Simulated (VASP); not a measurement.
# Si: single point with r2SCAN+D4

Si:

```xyz
2
Lattice="0.0000 2.7148 2.7148 2.7148 0.0000 2.7148 2.7148 2.7148 0.0000" Properties=species:S:1:pos:R:3 pbc="T T T"
Si    1.3574    1.3574    1.3574
Si    5.4296    5.4296    5.4296
```

* Program: VASP 6.6.1
* Task: single point
* Functional: r2SCAN
* Dispersion: D4
* Potentials or basis: VASP PAW PBE potentials, release 64 (Si)
* Cutoff: 550 eV
* k mesh: 6 × 6 × 6
* Occupations: gaussian, width 0.01 eV
* Spin: no spin polarisation

- Pressure: -0.2 GPa
- Band gap on the k mesh: 0.92 eV (least direct gap 2.76 eV)
- Dispersion energy per atom: -0.119 eV

Levels at points of the mesh, in eV from the valence-band top:
```tsv
k point	band 1	band 2	band 3	band 4	band 5	band 6	band 7	band 8
(0.00, 0.00, 0.00)	-12.53	0.00	0.00	0.00	2.76	2.76	2.76	4.00
(0.50, 0.00, 0.00)	-10.08	-7.27	-1.27	-1.27	1.89	3.59	3.59	8.34
(0.50, 0.50, 0.00)	-8.16	-8.16	-3.01	-3.01	0.92	0.92	10.89	10.89
```

It took 15 s on 1 thread of Intel(R) Xeon(R) Platinum 8481C CPU @ 2.70GHz (Sapphire Rapids), on a shared host, peak memory 0.15 GiB.

Caveat: the PAW data sets were made with another functional, which shifts forces and pressure a little. A k mesh can miss the band edges.
